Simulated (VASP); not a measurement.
# BN (pbe) (P6_3mc) in VASP: notebook

The runs below take BN (pbe) through single point, with PBE.

Everything below comes from runs of VASP 6.6.1. Logs are shortened: lines on timing, memory, paths and dates and some standing lists are left out, and cuts for length are marked.

**1. The cell of the first run**

The structure is hexagonal, space group P6_3mc (No. 186). Conventional cell: a = 2.516 Å, b = 2.516 Å, c = 4.135 Å, α = 90.00°, β = 90.00°, γ = 120.00°. Within 2.1 Å of B (site symmetry 3m) lie 4 N at 1.54 to 1.55 Å. Within 2.1 Å of N (site symmetry 3m) lie 4 B at 1.54 to 1.55 Å.

**2. Single point, PBE (strained cell)**

The input, INCAR:

```
PREC = Accurate
ENCUT = 520
EDIFF = 1E-6
ISMEAR = 0
SIGMA = 0.02
LREAL = False
LASPH = True
NELM = 100
ALGO = Normal
ISIF = 2
LWAVE = False
LCHARG = False
GGA = PE
NBANDS = 16
```

The input, KPOINTS:

```
Automatic mesh
0
Gamma
  9 9 6
```

The input, POSCAR:

```
BN
1.0
    2.5157504731      0.0000000000      0.0000000000
   -1.2578752366      2.1787038193      0.0000000000
    0.0000000000      0.0000000000      4.1351800715
B N
2 2
Direct
    0.3333333333      0.6666666667     -0.0002287589
    0.6666666667      0.3333333333      0.4997712411
    0.3333333333      0.6666666667      0.3742287589
    0.6666666667      0.3333333333      0.8742287589
```

Potentials or basis: VASP PAW PBE potentials, release 64 (B, N).

The run is started by

```bash
cat potpaw_PBE.64/B/POTCAR potpaw_PBE.64/N/POTCAR > POTCAR
mpirun -np 1 vasp_std > vasp.out
```

OUTCAR:

```text
PREC = Accurate
   ENCUT = 520
   EDIFF = 1E-6
   ISMEAR = 0
   LREAL = False
   LASPH = True
   NELM = 100
   ISIF = 2
   GGA = PE

 ion  position               nearest neighbor table
   1  0.333  0.667  1.000-   4 1.54   4 1.54   4 1.54   3 1.55
   2  0.667  0.333  0.500-   3 1.54   3 1.54   3 1.54   4 1.55
   3  0.333  0.667  0.374-   2 1.54   2 1.54   2 1.54   1 1.55
   4  0.667  0.333  0.874-   1 1.54   1 1.54   1 1.54   2 1.55

  LATTYP: Found a hexagonal cell.
 ALAT       =     2.5157504731
 C/A-ratio  =     1.6437163048

  Lattice vectors:

 A1 = (   2.5157504731,   0.0000000000,   0.0000000000)
 A2 = (  -1.2578752366,   2.1787038193,   0.0000000000)
 A3 = (   0.0000000000,   0.0000000000,   4.1351800715)

Analysis of symmetry for initial positions (statically):
=====================================================================
 Subroutine PRICEL returns:
 Original cell was already a primitive cell.

 Routine SETGRP: Setting up the symmetry group for a
 hexagonal supercell.

 Subroutine GETGRP returns: Found 12 space group operations
 (whereof  6 operations were pure point group operations)
 out of a pool of 24 trial point group operations.

The static configuration has the point symmetry C_3v.
 The point group associated with its full space group is C_6v.

Analysis of symmetry for dynamics (positions and initial velocities):
=====================================================================
 Subroutine PRICEL returns:
 Original cell was already a primitive cell.

 Routine SETGRP: Setting up the symmetry group for a
 hexagonal supercell.

 Subroutine GETGRP returns: Found 12 space group operations
 (whereof  6 operations were pure point group operations)
 out of a pool of 24 trial point group operations.

The dynamic configuration has the point symmetry C_3v.
 The point group associated with its full space group is C_6v.

 Subroutine INISYM returns: Found 12 space group operations
 (whereof  6 operations are pure point group operations),
 and found     1 'primitive' translations

----------------------------------------------------------------------------------------

                                     Primitive cell

  volume of cell :      22.6652

  direct lattice vectors                    reciprocal lattice vectors
     2.515750473  0.000000000  0.000000000     0.397495702  0.229494250  0.000000000
    -1.257875237  2.178703819  0.000000000     0.000000000  0.458988501  0.000000000
     0.000000000  0.000000000  4.135180071     0.000000000  0.000000000  0.241827437

  length of vectors
     2.515750473  2.515750473  4.135180071     0.458988501  0.458988501  0.241827437

  position of ions in fractional coordinates (direct lattice)
     0.333333333  0.666666667  0.999771241
     0.666666667  0.333333333  0.499771241
     0.333333333  0.666666667  0.374228759
     0.666666667  0.333333333  0.874228759

  ion indices of the primitive-cell ions
   primitive index   ion index
                 1           1
                 2           2
                 3           3
                 4           4

----------------------------------------------------------------------------------------

 KPOINTS: Automatic mesh

Automatic generation of k-mesh.
 Grid dimensions read from file:
 generate k-points for:    9    9    6

 Generating k-lattice:

  Cartesian coordinates                     Fractional coordinates (reciprocal lattice)
     0.044166189  0.025499361  0.000000000     0.111111111  0.000000000  0.000000000
     0.000000000  0.050998722  0.000000000     0.000000000  0.111111111  0.000000000
     0.000000000  0.000000000  0.040304573     0.000000000  0.000000000  0.166666667

  Length of vectors
     0.050998722  0.050998722  0.040304573

  Shift w.r.t. Gamma in fractional coordinates (k-lattice)
     0.000000000  0.000000000  0.000000000

 Subroutine IBZKPT returns following result:
 ===========================================

 Found     48 irreducible k-points:

 Following reciprocal coordinates:
            Coordinates               Weight
  0.000000  0.000000  0.000000      1.000000
  0.111111  0.000000  0.000000      6.000000
  0.222222 -0.000000  0.000000      6.000000
  0.333333  0.000000  0.000000      6.000000
  0.444444 -0.000000  0.000000      6.000000
  0.111111  0.111111  0.000000      6.000000
[... 16 lines left out ...]
  0.333333  0.222222  0.166667     24.000000
  0.333333  0.333333  0.166667      4.000000
 [... further k-points ...]
   k-points           NKPTS =     48   k-points in BZ     NKDIM =     48   number of bands    NBANDS=     16
   number of dos      NEDOS =    301   number of ions     NIONS =      4
   total plane-waves  NPLWV =  12800
   dimension x,y,z NGX =    20 NGY =   20 NGZ =   32
   dimension x,y,z NGXF=    40 NGYF=   40 NGZF=   64
   ions per type =               2   2
   NGX,Y,Z   is equivalent  to a cutoff of  13.22, 13.22, 12.86 a.u.
[... 34 lines left out ...]
  Thomas-Fermi vector in A             =   2.574451
   LORBIT       =      0    0 simple, 1 ext, 2 COOP (PROOUT), +10 PAW based schemes
   GGA     = PE    functional components
   LHFCALC =     F    Hartree Fock is set to
   AEXX    =    0.0000 exact exchange contribution
   IVDW    =     0    specifies the selected vdW correction
   LEPSILON=     F    determine dielectric tensor
   LRPA    =     F    only Hartree local field effects (RPA)
 non-spin polarized calculation
 Gauss-broadening in eV      SIGMA  =   0.02
  energy-cutoff  :      520.00
  volume of cell :       22.67
 maximum number of plane-waves:       628
 NGX is ok and might be reduce to    20
   NGX =  9   NGY =  9   NGZ = 15

 number of electron      15.9999999 magnetization

 Free energy of the ion-electron system (eV)
  ---------------------------------------------------
  ext. energy  EPLUGINS =         0.00000000
  ---------------------------------------------------
  free energy    TOTEN  =       -34.74920796 eV

  energy without entropy =      -34.74920796  energy(sigma->0) =      -34.74920796

 E-fermi :   8.2259     XC(G=0): -13.0184

 val. band max:        8.0870382694   @ k =   0.0000   0.0000   0.0000
 cond. band min:      13.2243564503   @ k =   0.3333   0.3333   0.0000
 fundamental gap:      5.1373181808
 Fermi energy:         8.2259472188

 k-point     1 :       0.0000    0.0000    0.0000
  band No.  band energies     occupation
      1     -12.8074      2.00000
      2      -8.3980      2.00000
      3      -3.2190      2.00000
      4       5.8214      2.00000
      5       5.8214      2.00000
      6       7.8171      2.00000
[... 8 lines left out ...]
     15      20.3041      0.00000
     16      24.9304      0.00000

 k-point     2 :       0.1111    0.0000    0.0000
  band No.  band energies     occupation
      1     -12.5313      2.00000
      2      -8.1871      2.00000
      3      -2.9475      2.00000
      4       4.6204      2.00000
      5       5.3224      2.00000
      6       7.0951      2.00000
[... 8 lines left out ...]
     15      21.1032      0.00000
     16      24.4549      0.00000

 k-point     3 :       0.2222   -0.0000    0.0000
  band No.  band energies     occupation
      1     -11.7186      2.00000
      2      -7.6131      2.00000
      3      -2.1527      2.00000
      4       2.0631      2.00000
      5       4.3141      2.00000
      6       4.8826      2.00000
[... 8 lines left out ...]
     15      22.9967      0.00000
     16      23.7369      0.00000

 k-point     4 :       0.3333    0.0000    0.0000
  band No.  band energies     occupation
      1     -10.4352      2.00000
      2      -6.9571      2.00000
      3      -0.9549      2.00000
      4      -0.3781      2.00000
      5       2.4532      2.00000
      6       3.4156      2.00000
[... 8 lines left out ...]
     15      24.6186      0.00000
     16      25.0494      0.00000
[... 324 lines left out ...]
 k-point    22 :       0.2222    0.2222    0.1667
  band No.  band energies     occupation
      1      -9.5633      2.00000
      2      -6.9750      2.00000
      3      -0.6909      2.00000
      4       0.3795      2.00000
      5       1.1658      2.00000
      6       2.4095      2.00000
[... 8 lines left out ...]
     15      23.8970      0.00000
     16      24.9127      0.00000

 k-point    23 :       0.3333    0.2222    0.1667
  band No.  band energies     occupation
      1      -8.1990      2.00000
      2      -6.8698      2.00000
      3      -1.3569      2.00000
      4      -0.1994      2.00000
      5       0.8447      2.00000
      6       2.2055      2.00000
[... 8 lines left out ...]
     15      24.5463      0.00000
     16      25.1923      0.00000

 k-point    24 :       0.3333    0.3333    0.1667
  band No.  band energies     occupation
      1      -7.2366      2.00000
      2      -7.2366      2.00000
      3      -1.3821      2.00000
      4       0.0502      2.00000
      5       0.0502      2.00000
      6       2.0284      2.00000
[... 8 lines left out ...]
     15      24.8083      0.00000
     16      24.8083      0.00000

 [... further k-points ...]
[... 5 lines left out ...]
  --------------------------------------------------------------------------------------
  -------------------------------------------------------------------------------------
  Total        2.7441471      2.7441471      3.7249023     -0.0000000      0.0000000      0.0000000
  in kB      193.9803694    193.9803694    263.3087447     -0.0000000      0.0000000      0.0000000
  external PRESSURE =     217.0898278 kB  Pullay stress =       0.0000000 kB

 VOLUME and BASIS-vectors are now :
 -----------------------------------------------------------------------------
  energy-cutoff  :      520.00
  volume of cell :       22.67
      direct lattice vectors                 reciprocal lattice vectors
     2.515750473  0.000000000  0.000000000     0.397495702  0.229494250  0.000000000
    -1.257875237  2.178703819  0.000000000     0.000000000  0.458988501  0.000000000
     0.000000000  0.000000000  4.135180071     0.000000000  0.000000000  0.241827437

 POSITION                                       TOTAL-FORCE (eV/Angst)
 -----------------------------------------------------------------------------------
     -0.00000      1.45247      4.13423         0.000000     -0.000000      0.001294
      1.25788      0.72623      2.06664        -0.000000      0.000000      0.001294
     -0.00000      1.45247      1.54750         0.000000      0.000000     -0.001294
      1.25788      0.72623      3.61509        -0.000000      0.000000     -0.001294
 -----------------------------------------------------------------------------------
    total drift:                               -0.000000      0.000000     -0.000342

  FREE ENERGIE OF THE ION-ELECTRON SYSTEM (eV)
  ---------------------------------------------------
  free  energy   TOTEN  =       -34.7492079563 eV

  energy  without entropy=      -34.7492079563  energy(sigma->0) =      -34.74920796
```

It took 6.9 s on 1 thread of Intel Xeon 6975P-C (Granite Rapids), shared host; peak memory 0.13 GiB.

What came out:

```
Free energy            : -34.7492 eV
Pressure               : 21.7 GPa
Band gap on the k mesh : 5.14 eV, indirect (least direct gap 8.45 eV)
```

Stress tensor (GPa, compression positive):
```
19.40  0.00  0.00
 0.00 19.40  0.00
 0.00  0.00 26.33
```

Levels at points of the mesh, in eV from the valence-band top:
```tsv
k point	band 4	band 5	band 6	band 7	band 8	band 9	band 10	band 11	band 12	band 13
(0.00, 0.00, 0.00)	-2.27	-2.27	-0.27	0.00	0.00	8.48	8.48	9.05	9.92	11.37
(0.00, 0.00, 0.50)	-5.84	-1.26	-1.26	-1.26	-1.26	9.80	9.80	10.11	10.11	10.11
```

Caveat: the cell differs from its parent crystal (strained cell). A k mesh can miss the band edges.

**3. Single point, PBE (strained cell)**

INCAR, as its differences from that of step 2:

```diff
@@ -2,3 +2,3 @@
 ENCUT = 520
-EDIFF = 1E-6
+EDIFF = 1E-7
 ISMEAR = 0
@@ -7,3 +7,3 @@
 LASPH = True
-NELM = 100
+NELM = 60
 ALGO = Normal
```

The input, KPOINTS:

```
regular mesh
0
Gamma
  9 9 6
```

The input, POSCAR:

```
BN
1.0
    2.5157504731      0.0000000000      0.0000000000
   -1.2578752366      2.1787038193      0.0000000000
    0.0000000000      0.0000000000      4.2618965191
B N
2 2
Direct
    0.3333333333      0.6666666667     -0.0001748391
    0.6666666667      0.3333333333      0.4998251609
    0.3333333333      0.6666666667      0.3741748391
    0.6666666667      0.3333333333      0.8741748391
```

Potentials or basis: VASP PAW PBE potentials, release 64 (B, N).

The run is started by

```bash
cat potpaw_PBE.64/B/POTCAR potpaw_PBE.64/N/POTCAR > POTCAR
mpirun -np 1 vasp_std > vasp.out
```

Wall time 8.2 s (1 thread of Intel Xeon 6975P-C (Granite Rapids), shared host); peak memory 0.13 GiB.

It converged, with:

* Free energy: -34.7897 eV
* Pressure: 8.9 GPa
* Largest force: 0.010 eV/Å
* Band gap on the k mesh: 5.07 eV, indirect (least direct gap 7.88 eV)

Forces in eV/Å, atoms in the order of the input:
```
B    0.000  0.000  0.010
B    0.000  0.000  0.010
N    0.000  0.000 -0.010
N    0.000  0.000 -0.010
```

Stress tensor (GPa, compression positive):
```
16.88  0.00  0.00
 0.00 16.88  0.00
 0.00  0.00 -6.99
```

Levels at points of the mesh, in eV from the valence-band top:
| k point | band 6 | band 7 | band 8 | band 9 | band 10 | band 11 |
| --- | --- | --- | --- | --- | --- | --- |
| (0.00, 0.00, 0.00) | -0.39 | 0.00 | 0.00 | 7.88 | 8.63 | 8.63 |
| (0.00, 0.00, 0.50) | -1.09 | -1.09 | -1.09 | 9.90 | 9.90 | 10.13 |

Caveat: the cell differs from its parent crystal (strained cell).

**4. Single point, PBE (strained cell)**

The input, INCAR:

```
ALGO = Normal ; EDIFF = 1E-7
ENCUT = 520 ; GGA = PE
ISIF = 2 ; ISMEAR = 0
LASPH = T ; LCHARG = F
LREAL = F ; LWAVE = F
NBANDS = 16 ; NELM = 80
PREC = Accurate ; SIGMA = 0.02
```

The input, KPOINTS:

```
k-points
0
Gamma
  9 9 6
```

The input, POSCAR:

```
BN
1.0
    2.5157504731      0.0000000000      0.0000000000
   -1.2578752366      2.1787038193      0.0000000000
    0.0000000000      0.0000000000      4.2337374084
B N
2 2
Direct
    0.3333333333      0.6666666667     -0.0001063907
    0.6666666667      0.3333333333      0.4998936093
    0.3333333333      0.6666666667      0.3741063907
    0.6666666667      0.3333333333      0.8741063907
```

The run is started by

```bash
cat potpaw_PBE.64/B/POTCAR potpaw_PBE.64/N/POTCAR > POTCAR
mpirun -np 1 vasp_std > vasp.out
```

It took 7.1 s on 1 thread of Intel Xeon 6975P-C (Granite Rapids), shared host; peak memory 0.13 GiB.

The run converged. Its results:

- Free energy: -34.7930 eV
- Pressure: 11.5 GPa
- Largest force: 0.008 eV/Å
- Band gap on the k mesh: 5.07 eV, indirect (least direct gap 8.14 eV)

Forces in eV/Å, atoms in the order of the input:
```
B    0.000  0.000  0.008
B    0.000  0.000  0.008
N    0.000  0.000 -0.008
N    0.000  0.000 -0.008
```

Stress tensor (GPa, compression positive):
```
17.38  0.00  0.00
 0.00 17.38  0.00
 0.00  0.00 -0.21
```

Levels at points of the mesh, in eV from the valence-band top:
| k point | band 4 | band 5 | band 6 | band 7 | band 8 | band 9 | band 10 | band 11 | band 12 | band 13 |
| --- | --- | --- | --- | --- | --- | --- | --- | --- | --- | --- |
| (0.00, 0.00, 0.00) | -2.04 | -2.04 | -0.37 | 0.00 | 0.00 | 8.14 | 8.60 | 8.60 | 10.10 | 11.25 |
| (0.00, 0.00, 0.50) | -5.97 | -1.13 | -1.13 | -1.13 | -1.13 | 9.88 | 9.88 | 10.13 | 10.13 | 10.13 |

Caveat: the cell differs from its parent crystal (strained cell). A k mesh can miss the band edges.

**5. Single point, PBE (strained cell)**

The input, INCAR:

```
SYSTEM = BN
  PREC = Accurate
  ENCUT = 520
  EDIFF = 1E-6
  ISMEAR = 0
  SIGMA = 0.02
  LREAL = .FALSE.
  LASPH = .TRUE.
  NELM = 100
  ALGO = Normal
  ISIF = 2
  LWAVE = .FALSE.
  LCHARG = .TRUE.
  GGA = PE
  LELF = .TRUE.
  LVHAR = .TRUE.
  NBANDS = 16
```

The input, KPOINTS:

```
regular mesh
0
G
  9 9 6
  0 0 0
```

POSCAR, as its differences from that of step 4:

```diff
@@ -4,3 +4,3 @@
    -1.2578752366      2.1787038193      0.0000000000
-    0.0000000000      0.0000000000      4.2337374084
+    0.0000000000      0.0000000000      4.2313984881
 B N
```

The run is started by

```bash
cat potpaw_PBE.64/B/POTCAR potpaw_PBE.64/N/POTCAR > POTCAR
mpirun -np 1 vasp_std > vasp.out
```

It took 7.2 s on 1 thread of Intel Xeon 6975P-C (Granite Rapids), shared host; peak memory 0.13 GiB.

The run converged. Its results:

```yaml
Free_energy: -34.7929 eV
Pressure: 11.7 GPa
Largest_force: 0.009 eV/Å
Band_gap_on_the_k_mesh: 5.08 eV, indirect (least direct gap 8.17 eV)
```

Forces in eV/Å, atoms in the order of the input:
```
B    0.000  0.000  0.009
B    0.000  0.000  0.009
N    0.000  0.000 -0.009
N    0.000  0.000 -0.009
```

Stress tensor (GPa, compression positive):
```
17.43  0.00  0.00
 0.00 17.43  0.00
 0.00  0.00  0.37
```

Levels at points of the mesh, in eV from the valence-band top:
```tsv
k point	band 4	band 5	band 6	band 7	band 8	band 9	band 10	band 11	band 12	band 13
(0.00, 0.00, 0.00)	-2.04	-2.04	-0.37	0.00	0.00	8.17	8.59	8.59	10.09	11.25
(0.00, 0.00, 0.50)	-5.97	-1.13	-1.13	-1.13	-1.13	9.88	9.88	10.13	10.13	10.13
```

Caveat: the cell differs from its parent crystal (strained cell). A k mesh can miss the band edges.

**6. Single point, PBE (strained cell)**

The input, INCAR:

```
PREC     = Accurate       # precision mode
ENCUT    = 520            # plane-wave cutoff, eV
EDIFF    = 1E-6           # SCF threshold, eV
ISMEAR   = 0              # smearing method
SIGMA    = 0.02           # smearing width, eV
LREAL    = False          # projectors in reciprocal space
LASPH    = True           # aspherical terms in the spheres
NELM     = 60             # most SCF steps
ALGO     = Normal         # electronic algorithm
ISIF     = 2              # what is computed and relaxed
LWAVE    = False          # write WAVECAR
LCHARG   = True           # write CHGCAR
GGA      = PE             # functional
LELF     = True           # ELF
LVHAR    = True         
NBANDS   = 16             # bands
```

The input, KPOINTS:

```
Automatic mesh
0
Gamma
  9 9 6
```

POSCAR, as its differences from that of step 5:

```diff
@@ -4,3 +4,3 @@
    -1.2578752366      2.1787038193      0.0000000000
-    0.0000000000      0.0000000000      4.2313984881
+    0.0000000000      0.0000000000      4.2312112577
 B N
```

Potentials or basis: VASP PAW PBE potentials, release 64 (B, N).

The run is started by

```bash
cat potpaw_PBE.64/B/POTCAR potpaw_PBE.64/N/POTCAR > POTCAR
mpirun -np 1 vasp_std > vasp.out
```

Wall time 7.2 s (1 thread of Intel Xeon 6975P-C (Granite Rapids), shared host); peak memory 0.13 GiB.

It converged, with:

| Quantity | Value |
| --- | --- |
| Free energy | -34.7929 eV |
| Pressure | 11.8 GPa |
| Largest force | 0.009 eV/Å |
| Band gap on the k mesh | 5.08 eV, indirect (least direct gap 8.17 eV) |

Forces on the atoms (eV/Å):
```
B    0.000  0.000  0.009
B    0.000  0.000  0.009
N    0.000  0.000 -0.009
N    0.000  0.000 -0.009
```

Stress tensor (GPa, compression positive):
```
17.43  0.00  0.00
 0.00 17.43  0.00
 0.00  0.00  0.42
```

Levels at points of the mesh, in eV from the valence-band top:
| k point | band 4 | band 5 | band 6 | band 7 | band 8 | band 9 | band 10 | band 11 | band 12 | band 13 |
| --- | --- | --- | --- | --- | --- | --- | --- | --- | --- | --- |
| (0.00, 0.00, 0.00) | -2.05 | -2.05 | -0.37 | 0.00 | 0.00 | 8.17 | 8.59 | 8.59 | 10.09 | 11.25 |
| (0.00, 0.00, 0.50) | -5.97 | -1.13 | -1.13 | -1.13 | -1.13 | 9.88 | 9.88 | 10.13 | 10.13 | 10.13 |

Caveat: the cell differs from its parent crystal (strained cell). A k mesh can miss the band edges.

**7. The runs side by side**

```csv
cell,gap on the mesh (eV),pressure (GPa),largest force (eV/Å)
"a = 2.516, b = 2.516, c = 4.135 Å, angles 90.0, 90.0, 120.0°, 4 atoms",5.14,21.7,-
"a = 2.516, b = 2.516, c = 4.262 Å, angles 90.0, 90.0, 120.0°, 4 atoms",5.07,8.9,0.01
"a = 2.516, b = 2.516, c = 4.234 Å, angles 90.0, 90.0, 120.0°, 4 atoms",5.07,11.5,0.01
"a = 2.516, b = 2.516, c = 4.231 Å, angles 90.0, 90.0, 120.0°, 4 atoms",5.08,11.8,0.01
```

Alike in all rows: task single point; level PBE; potentials or basis VASP PAW PBE potentials, release 64 (B, N); no spin polarisation; k mesh 9 × 9 × 6; cutoff (eV) 520; smearing gaussian 0.02 eV.

Absolute energies hang on the potentials; compare differences alone.
